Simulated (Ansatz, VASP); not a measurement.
# One calculation of Zn4Ga, two programs

```xyz
5
Lattice="-2.9091 2.9091 2.9091 2.9091 -2.9091 2.9091 2.9091 2.9091 -2.9091" Properties=species:S:1:pos:R:3 pbc="T T T"
Zn    1.4546    1.4546   -1.4546
Zn   -1.4546    1.4546    1.4546
Zn    1.4546   -1.4546    1.4546
Zn    1.4546    1.4546    1.4546
Ga    0.0000    0.0000    0.0000
```

Change from the starting cell: species swapped into the Hg4Pt type (Im-3m, No. 229).

Alike in both runs: functional PBE; k mesh 10 × 10 × 10; occupations gaussian, width 0.1 eV; no spin polarisation.

Ansatz relaxed the structure, and its values are those at the end. VASP's run is a single point on that final structure, the one shown.

|  | VASP | Ansatz |
| --- | --- | --- |
| version | VASP 6.6.1 | Ansatz 0.2.0 |
| potentials or method | VASP PAW PBE potentials, release 64 (Zn, Ga_d), cutoff 520 eV | scalar-relativistic, plane waves, PAW |
| valence electrons in the cell | 61 | 61 |

VASP gave:

```
gap on the k mesh at the Fermi level (eV) : none
pressure (GPa)                            : 0.2
```

Task: Which values does Ansatz return?

Result: gap on the k mesh at the Fermi level (eV): none; pressure (GPa): 0.0.

A gap of «none» marks a metal or a gap that the smearing closes. With one functional, cell and mesh, what is left measures potentials, basis and numerics.
